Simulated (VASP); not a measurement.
# Al (Fm-3m) in VASP: further runs, part 2 of 2

VASP 6.6.1. Earlier steps stand in the parts before.

**4. Single point, PBEsol**

This run uses another cell than the first one, of 11.33 Å³/atom, 0.998 times its volume.

Contents of INCAR:

```
ALGO = Normal ; EDIFF = 1E-6
ENCUT = 500 ; GGA = PS
GGA_COMPAT = F ; ISIF = 2
ISMEAR = -1 ; LASPH = T
LCHARG = T ; LELF = T
LREAL = F ; LVHAR = T
LWAVE = F ; NBANDS = 8
NELM = 120 ; PREC = Accurate
SIGMA = 0.05
```

Contents of KPOINTS:

```
k-points
0
Gamma
  18 18 18
```

Contents of POSCAR:

```
Al
1.0
    0.0000000000      1.7828261437      1.7828261437
    1.7828261437      0.0000000000      1.7828261437
    1.7828261437      1.7828261437      0.0000000000
Al
1
Direct
    0.0000000000      0.0000000000      0.0000000000
```

Potentials or basis: VASP PAW PBE potentials, release 64 (Al).

Command:

```sh
$ cat potpaw_PBE.64/Al/POTCAR > POTCAR
$ mpirun -np 1 vasp_std > vasp.out
```

OUTCAR:

```text
EDIFF = 1E-6
   ENCUT = 500
   GGA = PS
   ISIF = 2
   ISMEAR = -1
   LASPH = T
   LREAL = F
   NELM = 120
   PREC = Accurate

 ion  position               nearest neighbor table
   1  0.000  0.000  0.000-

  LATTYP: Found a face centered cubic cell.
 ALAT       =     3.5656522874

  Lattice vectors:

 A1 = (   0.0000000000,   1.7828261437,   1.7828261437)
 A2 = (   1.7828261437,   0.0000000000,   1.7828261437)
 A3 = (   1.7828261437,   1.7828261437,   0.0000000000)

Analysis of symmetry for initial positions (statically):
=====================================================================
 Subroutine PRICEL returns:
 Original cell was already a primitive cell.

 Routine SETGRP: Setting up the symmetry group for a
 face centered cubic supercell.

 Subroutine GETGRP returns: Found 48 space group operations
 (whereof 48 operations were pure point group operations)
 out of a pool of 48 trial point group operations.

The static configuration has the point symmetry O_h .

Analysis of symmetry for dynamics (positions and initial velocities):
=====================================================================
 Subroutine PRICEL returns:
 Original cell was already a primitive cell.

 Routine SETGRP: Setting up the symmetry group for a
 face centered cubic supercell.

 Subroutine GETGRP returns: Found 48 space group operations
 (whereof 48 operations were pure point group operations)
 out of a pool of 48 trial point group operations.

The dynamic configuration has the point symmetry O_h .

 Subroutine INISYM returns: Found 48 space group operations
 (whereof 48 operations are pure point group operations),
 and found     1 'primitive' translations

----------------------------------------------------------------------------------------

                                     Primitive cell

  volume of cell :      11.3333

  direct lattice vectors                    reciprocal lattice vectors
     0.000000000  1.782826144  1.782826144    -0.280453594  0.280453594  0.280453594
     1.782826144  0.000000000  1.782826144     0.280453594 -0.280453594  0.280453594
     1.782826144  1.782826144  0.000000000     0.280453594  0.280453594 -0.280453594

  length of vectors
     2.521296912  2.521296912  2.521296912     0.485759874  0.485759874  0.485759874

  position of ions in fractional coordinates (direct lattice)
     0.000000000  0.000000000  0.000000000

  ion indices of the primitive-cell ions
   primitive index   ion index
                 1           1

----------------------------------------------------------------------------------------

 KPOINTS: k-points

Automatic generation of k-mesh.
 Grid dimensions read from file:
 generate k-points for:   18   18   18

 Generating k-lattice:

  Cartesian coordinates                     Fractional coordinates (reciprocal lattice)
    -0.015580755  0.015580755  0.015580755     0.055555556  0.000000000  0.000000000
     0.015580755 -0.015580755  0.015580755     0.000000000  0.055555556  0.000000000
     0.015580755  0.015580755 -0.015580755     0.000000000  0.000000000  0.055555556

  Length of vectors
     0.026986660  0.026986660  0.026986660

  Shift w.r.t. Gamma in fractional coordinates (k-lattice)
     0.000000000  0.000000000  0.000000000

 Subroutine IBZKPT returns following result:
 ===========================================

 Found    195 irreducible k-points:

 Following reciprocal coordinates:
            Coordinates               Weight
  0.000000  0.000000  0.000000      1.000000
  0.055556  0.000000  0.000000      8.000000
  0.111111  0.000000  0.000000      8.000000
  0.166667  0.000000  0.000000      8.000000
  0.222222  0.000000  0.000000      8.000000
  0.277778  0.000000  0.000000      8.000000
[... 16 lines left out ...]
 -0.277778  0.055556  0.000000     24.000000
 -0.222222  0.055556  0.000000     24.000000
 [... further k-points ...]
   k-points           NKPTS =    195   k-points in BZ     NKDIM =    195   number of bands    NBANDS=      8
   number of dos      NEDOS =    301   number of ions     NIONS =      1
   total plane-waves  NPLWV =   5832
   dimension x,y,z NGX =    18 NGY =   18 NGZ =   18
   dimension x,y,z NGXF=    36 NGYF=   36 NGZF=   36
   ions per type =               1
   NGX,Y,Z   is equivalent  to a cutoff of  11.87, 11.87, 11.87 a.u.
   NGXF,Y,Z  is equivalent  to a cutoff of  23.74, 23.74, 23.74 a.u.
 SYSTEM =  unknown system
   PREC   = accura    normal or accurate (medium, high low for compatibility)
   ISTART =      0    job   : 0-new  1-cont  2-samecut
   ICHARG =      2    charge: 1-file 2-atom 10-const
   ISPIN  =      1    spin polarized calculation?
   LNONCOLLINEAR =      F non collinear calculations
   LSORBIT =      F    spin-orbit coupling
   LASPH  =      T    aspherical Exc in radial PAW
   ENCUT  =  500.0 eV  36.75 Ry    6.06 a.u.   4.60  4.60  4.60*2*pi/ulx,y,z
   NELM   =    120;   NELMIN=  2; NELMDL= -5     # of ELM steps
   EDIFF  = 0.1E-05   stopping-criterion for ELM
   LREAL  =      F    real-space projection
   EDIFFG = 0.1E-04   stopping-criterion for IOM
   NSW    =      0    number of steps for IOM
   IBRION =     -1    ionic relax: 0-MD 1-quasi-New 2-CG
   NFREE  =      0    steps in history (QN), initial steepest desc. (CG)
   ISIF   =      2    stress and relaxation
   ISYM   =      2    0-nonsym 1-usesym 2-fastsym
   POTIM  = 0.5000    time-step for ionic-motion
   TEBEG  =    0.0;   TEEND  =   0.0 temperature during run
   PSTRESS=    0.0 pullay stress
   NELECT =       3.0000    total number of electrons
   NUPDOWN=      -1.0000    fix difference up-down
   EMIN   =  10.00;   EMAX   =-10.00  energy-range for DOS
   EFERMI =   0.00;   METHOD = LEGACY
   ISMEAR =    -1;   SIGMA  =   0.05  broadening in eV -4-tet -1-fermi 0-gaus
   EFERMI_NEDOS =   21; number of points for ismear=-14 and -15
   IALGO  =     38    algorithm
   IMIX   =      4    mixing-type and parameters
     AMIX     =   0.40;   BMIX     =  1.00
     AMIX_MAG =   1.60;   BMIX_MAG =  1.00
  volume/ion in A,a.u.               =      11.33        76.48
  Fermi-wavevector in a.u.,A,eV,Ry     =   1.051146  1.986377 15.033177  1.104907
  Thomas-Fermi vector in A             =   2.186177
   LORBIT       =      0    0 simple, 1 ext, 2 COOP (PROOUT), +10 PAW based schemes
   GGA     = PS    functional components
   LHFCALC =     F    Hartree Fock is set to
   AEXX    =    0.0000 exact exchange contribution
   IVDW    =     0    specifies the selected vdW correction
   LEPSILON=     F    determine dielectric tensor
   LRPA    =     F    only Hartree local field effects (RPA)
 non-spin polarized calculation
  energy-cutoff  :      500.00
  volume of cell :       11.33
 maximum number of plane-waves:       302
   NGX =  9   NGY =  9   NGZ =  9

 number of electron       3.0000000 magnetization

 Free energy of the ion-electron system (eV)
  ---------------------------------------------------
  ext. energy  EPLUGINS =         0.00000000
  ---------------------------------------------------
  free energy    TOTEN  =        -3.38500554 eV

  energy without entropy =       -3.38241725  energy(sigma->0) =       -3.38371139

 E-fermi :  12.3900     XC(G=0): -11.7146

 val. band max:       12.3342732804   @ k =  -0.4444   0.3333   0.1111
 cond. band min:      12.3964550386   @ k =   0.5000   0.3889   0.0000
 fundamental gap:      0.0621817583
 Fermi energy:        12.3900232792

 k-point     1 :       0.0000    0.0000    0.0000
  band No.  band energies     occupation
      1      -1.5019      2.00000
      2      27.3443      0.00000
      3      27.3443      0.00000
      4      27.3443      0.00000
      5      31.9737      0.00000
      6      32.1626      0.00000
      7      32.1626      0.00000
      8      32.1626      0.00000

 k-point     2 :       0.0556    0.0000    0.0000
  band No.  band energies     occupation
      1      -1.3945      2.00000
      2      25.8689      0.00000
      3      27.2177      0.00000
      4      27.2177      0.00000
      5      31.9441      0.00000
      6      32.4419      0.00000
      7      32.4419      0.00000
      8      33.5488      0.00000
[... 221 lines left out ...]
 k-point    23 :      -0.2778    0.0556    0.0000
  band No.  band energies     occupation
      1       1.5970      2.00000
      2      14.7221      0.00000
      3      23.9878      0.00000
      4      27.0630      0.00000
      5      29.4495      0.00000
      6      30.7193      0.00000
      7      31.5518      0.00000
      8      36.5568      0.00000

 k-point    24 :      -0.2222    0.0556    0.0000
  band No.  band energies     occupation
      1       0.5874      2.00000
      2      17.1685      0.00000
      3      24.2143      0.00000
      4      27.4084      0.00000
      5      30.2869      0.00000
      6      31.3077      0.00000
      7      32.2707      0.00000
      8      35.2885      0.00000

 [... further k-points ...]
[... 5 lines left out ...]
  --------------------------------------------------------------------------------------
  -------------------------------------------------------------------------------------
  Total        4.5153469      4.5153469      4.5153469      0.0000000      0.0000000     -0.0000000
  in kB      638.3292223    638.3292223    638.3292223      0.0000000      0.0000000     -0.0000000
  external PRESSURE =     638.3292223 kB  Pullay stress =       0.0000000 kB

 VOLUME and BASIS-vectors are now :
 -----------------------------------------------------------------------------
  energy-cutoff  :      500.00
  volume of cell :       11.33
      direct lattice vectors                 reciprocal lattice vectors
     0.000000000  1.782826144  1.782826144    -0.280453594  0.280453594  0.280453594
     1.782826144  0.000000000  1.782826144     0.280453594 -0.280453594  0.280453594
     1.782826144  1.782826144  0.000000000     0.280453594  0.280453594 -0.280453594

 POSITION                                       TOTAL-FORCE (eV/Angst)
 -----------------------------------------------------------------------------------
      0.00000      0.00000      0.00000         0.000000      0.000000      0.000000
 -----------------------------------------------------------------------------------
    total drift:                                0.000000     -0.000000     -0.000000

  FREE ENERGIE OF THE ION-ELECTRON SYSTEM (eV)
  ---------------------------------------------------
  free  energy   TOTEN  =        -3.3850055440 eV

  energy  without entropy=       -3.3824172460  energy(sigma->0) =       -3.38371139
```

stdout:

```text
POSCAR found type information on POSCAR Al
 POSCAR found :  1 types and       1 ions
 scaLAPACK will be used
 -----------------------------------------------------------------------------
|                                                                             |
|                                                                             |
|     You enforced a specific xc type in the INCAR file but a different       |
|     I HOPE YOU KNOW WHAT YOU ARE DOING!                                     |
|                                                                             |
 -----------------------------------------------------------------------------

 LDA part: xc-table for (Slater+PW92), standard interpolation
 POSCAR, INCAR and KPOINTS ok, starting setup
 FFT: planning ... GRIDC
 FFT: planning ... GRID_SOFT
 FFT: planning ... GRID
 WAVECAR not read
 entering main loop
```

Wall time 5.3 s (1 thread of Intel Xeon 6975P-C (Granite Rapids), shared host); peak memory 0.12 GiB.

Results:

```yaml
Free_energy: -3.3850 eV
Pressure: 63.8 GPa
```

Caveat: the PAW data sets were made with another functional, which shifts forces and pressure a little.

**5. Single point, PBEsol**

This run uses another cell than the first one, of 16.18 Å³/atom, 1.425 times its volume.

Contents of INCAR:

```
SYSTEM = Al
PREC = Accurate
ENCUT = 500
EDIFF = 1E-6
ISMEAR = -1
SIGMA = 0.05
LREAL = .False.
LASPH = .True.
NELM = 120
ALGO = Normal
ISIF = 2
LWAVE = .False.
LCHARG = .True.
GGA = PS
LELF = .True.
LVHAR = .True.
NBANDS = 8
GGA_COMPAT = .False.
```

Contents of KPOINTS:

```
regular mesh
0
Gamma
  17 17 17
  0 0 0
```

Contents of POSCAR:

```
Al
1.0
    0.0000000000      2.0073479706      2.0073479706
    2.0073479706      0.0000000000      2.0073479706
    2.0073479706      2.0073479706      0.0000000000
Al
1
Direct
    0.0000000000      0.0000000000      0.0000000000
```

Command:

```sh
$ cat potpaw_PBE.64/Al/POTCAR > POTCAR
$ mpirun -np 1 vasp_std > vasp.out
```

Run time: 5.5 s. Hardware: 1 thread of Intel Xeon 6975P-C (Granite Rapids), shared host; peak memory 0.14 GiB.

It converged, with:

- Free energy: -4.0961 eV
- Pressure: 0.0 GPa

Levels at points of the mesh, in eV from the Fermi level:
```tsv
k point	band 1	band 2	band 3	band 4	band 5	band 6
(0.00, 0.00, 0.00)	-11.27	12.70	12.70	12.70	14.34	14.34
```

Caveat: the PAW data sets were made with another functional, which shifts forces and pressure a little.

**6. Overview**

| cell | k mesh | gap on the mesh (eV) | pressure (GPa) |
| --- | --- | --- | --- |
| a = 2.523 Å, angles 60.0°, 1 atom | 18 × 18 × 18 | none | 63.4 |
| a = 2.521 Å, angles 60.0°, 1 atom | 18 × 18 × 18 | none | 63.8 |
| a = 2.839 Å, angles 60.0°, 1 atom | 17 × 17 × 17 | none | 0.0 |

Alike in all rows: task single point; level PBEsol; potentials or basis VASP PAW PBE potentials, release 64 (Al); no spin polarisation; cutoff (eV) 500; smearing fermi-dirac 0.05 eV.

Caveats: the PAW data sets were made with another functional, which shifts forces and pressure a little.

Total energies depend on the potentials used, so only differences within one code and one set of settings carry meaning.
